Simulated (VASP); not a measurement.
# Na3SmP2 (P6/mmm) in VASP: single point with PBE

Aim: the single point of Na3SmP2 with PBE.

Everything below comes from runs of VASP 6.6.1. Logs are shortened: lines on timing, memory, paths and dates and some standing lists are left out, and cuts for length are marked.

### Step 1. The cell of the first run

The structure is hexagonal, space group P6/mmm (No. 191). The conventional cell has a = 5.677 Å, b = 5.677 Å, c = 4.793 Å, α = 90.00°, β = 90.00°, γ = 120.00°. Within 3.8 Å of Na (site symmetry mmm) lie 4 Na at 2.84 Å and 4 P at 2.90 Å and 4 Sm at 3.71 Å. Sm (site symmetry 6/mmm) has 6 P at 3.28 Å and 12 Na at 3.71 Å within 4.3 Å. P (site symmetry -6m2) has 6 Na at 2.90 Å and 3 P at 3.28 Å and 3 Sm at 3.28 Å within 3.8 Å.

### Step 2. Single point, PBE

POSCAR

```
Na3SmP2
1.0
    5.6768444818      0.0000000000      0.0000000000
   -2.8384222409      4.9162915345      0.0000000000
    0.0000000000      0.0000000000      4.7926012401
Na Sm P
3 1 2
Direct
    0.5000000000      0.0000000000      0.5000000000
    0.5000000000      0.5000000000      0.5000000000
    0.0000000000      0.5000000000      0.5000000000
    0.0000000000      0.0000000000      0.0000000000
    0.3333333333      0.6666666667      0.0000000000
    0.6666666667      0.3333333333      0.0000000000
```

INCAR.step1

```
PREC     = Accurate       # precision mode
ENCUT    = 520            # plane-wave cutoff, eV
EDIFF    = 1E-6           # SCF threshold, eV
ISMEAR   = 0              # smearing method
SIGMA    = 0.1            # smearing width, eV
LREAL    = False          # projectors in reciprocal space
LASPH    = True           # aspherical terms in the spheres
NELM     = 100            # most SCF steps
ALGO     = Normal         # electronic algorithm
ISIF     = 2              # what is computed and relaxed
LWAVE    = False          # write WAVECAR
LCHARG   = True           # write CHGCAR
LMAXMIX  = 6              # l up to which the mixer works
GGA      = PE             # functional
NBANDS   = 32             # bands
```

KPOINTS.step1

```
Automatic mesh
0
Gamma
  12 12 8
```

INCAR.step2

```
PREC     = Accurate       # precision mode
ENCUT    = 520            # plane-wave cutoff, eV
EDIFF    = 1E-6           # SCF threshold, eV
ISMEAR   = -5             # smearing method
SIGMA    = 0.1            # smearing width, eV
LREAL    = False          # projectors in reciprocal space
LASPH    = True           # aspherical terms in the spheres
NELM     = 100            # most SCF steps
ALGO     = Normal         # electronic algorithm
ISIF     = 2              # what is computed and relaxed
LWAVE    = False          # write WAVECAR
LCHARG   = False          # write CHGCAR
LMAXMIX  = 6              # l up to which the mixer works
GGA      = PE             # functional
LORBIT   = 11             # projections on sites
NEDOS    = 2001           # points of the DOS
ICHARG   = 11             # starting density
```

KPOINTS.step2

```
Automatic mesh
0
Gamma
  18 18 12
```

Potentials or basis: VASP PAW PBE potentials, release 64 (Na_pv, Sm, P).

Launch:

```
$ cat potpaw_PBE.64/Na_pv/POTCAR potpaw_PBE.64/Sm/POTCAR potpaw_PBE.64/P/POTCAR > POTCAR
$ cp INCAR.step1 INCAR
$ cp KPOINTS.step1 KPOINTS
$ mpirun -np 1 vasp_std > vasp.out
$ cp INCAR.step2 INCAR
$ cp KPOINTS.step2 KPOINTS
$ mpirun -np 1 vasp_std > vasp.out
```

OUTCAR:

```text
PREC = Accurate
   ENCUT = 520
   EDIFF = 1E-6
   ISMEAR = -5
   LREAL = False
   LASPH = True
   NELM = 100
   ISIF = 2
   GGA = PE
   LORBIT = 11
   ICHARG = 11

 ion  position               nearest neighbor table
   1  0.500  0.000  0.500-
   2  0.500  0.500  0.500-
   3  0.000  0.500  0.500-
   4  0.000  0.000  0.000-
   5  0.333  0.667  0.000-
   6  0.667  0.333  0.000-

  LATTYP: Found a hexagonal cell.
 ALAT       =     5.6768444818
 C/A-ratio  =     0.8442368389

  Lattice vectors:

 A1 = (   5.6768444818,   0.0000000000,   0.0000000000)
 A2 = (  -2.8384222409,   4.9162915345,   0.0000000000)
 A3 = (   0.0000000000,   0.0000000000,   4.7926012401)

Analysis of symmetry for initial positions (statically):
=====================================================================
 Subroutine PRICEL returns:
 Original cell was already a primitive cell.

 Routine SETGRP: Setting up the symmetry group for a
 hexagonal supercell.

 Subroutine GETGRP returns: Found 24 space group operations
 (whereof 24 operations were pure point group operations)
 out of a pool of 24 trial point group operations.

The static configuration has the point symmetry D_6h.

Analysis of symmetry for dynamics (positions and initial velocities):
=====================================================================
 Subroutine PRICEL returns:
 Original cell was already a primitive cell.

 Routine SETGRP: Setting up the symmetry group for a
 hexagonal supercell.

 Subroutine GETGRP returns: Found 24 space group operations
 (whereof 24 operations were pure point group operations)
 out of a pool of 24 trial point group operations.

The dynamic configuration has the point symmetry D_6h.

 Subroutine INISYM returns: Found 24 space group operations
 (whereof 24 operations are pure point group operations),
 and found     1 'primitive' translations

----------------------------------------------------------------------------------------

                                     Primitive cell

  volume of cell :     133.7568

  direct lattice vectors                    reciprocal lattice vectors
     5.676844482  0.000000000  0.000000000     0.176154200  0.101702675  0.000000000
[... 99 lines left out ...]
   NSW    =      0    number of steps for IOM
   IBRION =     -1    ionic relax: 0-MD 1-quasi-New 2-CG
   NFREE  =      0    steps in history (QN), initial steepest desc. (CG)
   ISIF   =      2    stress and relaxation
   ISYM   =      2    0-nonsym 1-usesym 2-fastsym
   POTIM  = 0.5000    time-step for ionic-motion
   TEBEG  =    0.0;   TEEND  =   0.0 temperature during run
   PSTRESS=    0.0 pullay stress
   NELECT =      47.0000    total number of electrons
   NUPDOWN=      -1.0000    fix difference up-down
   EMIN   =  10.00;   EMAX   =-10.00  energy-range for DOS
   EFERMI =   0.00;   METHOD = LEGACY
   ISMEAR =    -5;   SIGMA  =   0.10  broadening in eV -4-tet -1-fermi 0-gaus
   EFERMI_NEDOS =   21; number of points for ismear=-14 and -15
   IALGO  =     38    algorithm
   IMIX   =      4    mixing-type and parameters
     AMIX     =   0.40;   BMIX     =  1.00
     AMIX_MAG =   1.60;   BMIX_MAG =  1.00
  volume/ion in A,a.u.               =      22.29       150.44
  Fermi-wavevector in a.u.,A,eV,Ry     =   1.155231  2.183070 18.157771  1.334559
  Thomas-Fermi vector in A             =   2.291861
   LORBIT       =     11    0 simple, 1 ext, 2 COOP (PROOUT), +10 PAW based schemes
   GGA     = PE    functional components
   LHFCALC =     F    Hartree Fock is set to
   AEXX    =    0.0000 exact exchange contribution
   IVDW    =     0    specifies the selected vdW correction
   LEPSILON=     F    determine dielectric tensor
   LRPA    =     F    only Hartree local field effects (RPA)
 non-spin polarized calculation
 Fermi weights with tetrahedron method with Bloechl corrections
  energy-cutoff  :      520.00
  volume of cell :      133.76
 maximum number of plane-waves:      3636

 number of electron      46.9999949 magnetization

 Free energy of the ion-electron system (eV)
  ---------------------------------------------------
  ext. energy  EPLUGINS =         0.00000000
  ---------------------------------------------------
  free energy    TOTEN  =       -19.85123550 eV

  energy without entropy =      -19.85123550  energy(sigma->0) =      -19.85123550

 E-fermi :   3.3084     XC(G=0):  -9.1360

 val. band max:        3.3159505875   @ k =   0.2778   0.0000   0.5000
 cond. band min:       3.3065983238   @ k =   0.3333   0.3333   0.3333
 fundamental gap:     -0.0093522637
 Fermi energy:         3.3084303990

 k-point     1 :       0.0000    0.0000    0.0000
  band No.  band energies     occupation
      1     -36.3466      2.00000
      2     -21.2419      2.00000
      3     -21.1238      2.00000
      4     -21.1238      2.00000
      5     -20.9635      2.00000
      6     -20.9401      2.00000
[... 733 lines left out ...]
     27       3.4745      0.00000
     28       3.5411      0.00000

 [... further k-points ...]
[... 5 lines left out ...]
  --------------------------------------------------------------------------------------
  -------------------------------------------------------------------------------------
  Total        0.6728128      0.6728128      0.3984239      0.0000000      0.0000000      0.0000000
  in kB        8.0591436      8.0591436      4.7724348      0.0000000      0.0000000      0.0000000
  external PRESSURE =       6.9635740 kB  Pullay stress =       0.0000000 kB

 VOLUME and BASIS-vectors are now :
 -----------------------------------------------------------------------------
  energy-cutoff  :      520.00
  volume of cell :      133.76
      direct lattice vectors                 reciprocal lattice vectors
     5.676844482  0.000000000  0.000000000     0.176154200  0.101702675  0.000000000
    -2.838422241  4.916291535  0.000000000     0.000000000  0.203405350  0.000000000
     0.000000000  0.000000000  4.792601240     0.000000000  0.000000000  0.208654956

 POSITION                                       TOTAL-FORCE (eV/Angst)
 -----------------------------------------------------------------------------------
      2.83842      0.00000      2.39630        -0.000000      0.000000      0.000000
      1.41921      2.45815      2.39630        -0.000000      0.000000      0.000000
     -1.41921      2.45815      2.39630        -0.000000      0.000000      0.000000
      0.00000      0.00000      0.00000        -0.000000      0.000000      0.000000
     -0.00000      3.27753      0.00000        -0.000000      0.000000      0.000000
      2.83842      1.63876      0.00000         0.000000      0.000000      0.000000
 -----------------------------------------------------------------------------------
    total drift:                                0.000000      0.000000     -0.000000

  FREE ENERGIE OF THE ION-ELECTRON SYSTEM (eV)
  ---------------------------------------------------
  free  energy   TOTEN  =       -19.8512355014 eV

  energy  without entropy=      -19.8512355014  energy(sigma->0) =      -19.85123550

 total charge

# of ion       s       p       d       f       tot
--------------------------------------------------
    1        0.097   6.002   0.000   0.000   6.098
    2        0.097   6.002   0.000   0.000   6.098
    3        0.097   6.002   0.000   0.000   6.098
    4        2.029   5.585   0.385   5.381  13.379
    5        1.066   1.379   0.000   0.000   2.445
    6        1.066   1.379   0.000   0.000   2.445
--------------------------------------------------
tot          4.452  26.347   0.385   5.381  36.564
```

OUTCAR.step1:

```text
PREC = Accurate
   ENCUT = 520
   EDIFF = 1E-6
   ISMEAR = 0
   LREAL = False
[... 1077 lines left out ...]
     -1.41921      2.45815      2.39630         0.000000     -0.000000      0.000000
      0.00000      0.00000      0.00000         0.000000     -0.000000      0.000000
     -0.00000      3.27753      0.00000        -0.000000      0.000000      0.000000
      2.83842      1.63876      0.00000         0.000000     -0.000000      0.000000
 -----------------------------------------------------------------------------------
    total drift:                                0.000000     -0.000000     -0.000000

  FREE ENERGIE OF THE ION-ELECTRON SYSTEM (eV)
  ---------------------------------------------------
  free  energy   TOTEN  =       -19.9525023830 eV

  energy  without entropy=      -19.7947809970  energy(sigma->0) =      -19.87364169
```

OSZICAR.step1:

```text
N       E                     dE             d eps       ncg     rms          rms(c)
DAV:   1     0.398587404931E+03    0.39859E+03   -0.20877E+04  8392   0.452E+03
DAV:   2     0.459124221210E+02   -0.35267E+03   -0.32355E+03  8320   0.632E+02
DAV:   3    -0.176376475095E+02   -0.63550E+02   -0.59822E+02  9384   0.186E+02
[... 12 lines left out ...]
DAV:  84    -0.199515591021E+02   -0.21552E-03   -0.69094E-05 10168   0.106E-01    0.278E-01
DAV:  85    -0.199518928940E+02   -0.33379E-03   -0.77874E-05  9416   0.108E-01    0.184E-01
DAV:  86    -0.199523059650E+02   -0.41307E-03   -0.14108E-04  9232   0.152E-01    0.820E-02
DAV:  87    -0.199524005765E+02   -0.94612E-04   -0.21404E-05 10328   0.399E-02    0.560E-02
DAV:  88    -0.199525032359E+02   -0.10266E-03   -0.29951E-05  8704   0.495E-02    0.255E-02
DAV:  89    -0.199525023830E+02    0.85295E-06   -0.24837E-06  6104   0.138E-02
   1 F= -.19952502E+02 E0= -.19873642E+02  d E =-.157721E+00
```

Run time: 2.1 h. Hardware: 1 thread of Intel Xeon 8259CL, shared host; peak memory 1 GiB.

Results:

```
Valence electrons inside the program's atomic spheres : Na 6.10; Sm 13.38; P 2.44
```

Levels at points of the mesh, in eV from the Fermi level:
| k point | band 22 | band 23 | band 24 | band 25 | band 26 | band 27 |
| --- | --- | --- | --- | --- | --- | --- |
| (0.00, 0.00, 0.00) | -0.14 | -0.04 | -0.04 | -0.02 | -0.02 | 0.20 |
| (0.50, 0.00, 0.00) | -0.09 | -0.09 | -0.01 | 0.08 | 0.10 | 0.17 |
| (0.00, 0.00, 0.50) | -0.04 | -0.04 | -0.01 | -0.01 | 0.22 | 0.40 |
| (0.50, 0.00, 0.50) | -0.02 | 0.01 | 0.02 | 0.21 | 0.22 | 0.26 |

Caveat: spin-orbit coupling is left out, which moves the levels of the heavy elements; semilocal functionals describe open f shells poorly, which spoils levels, moments and volumes.
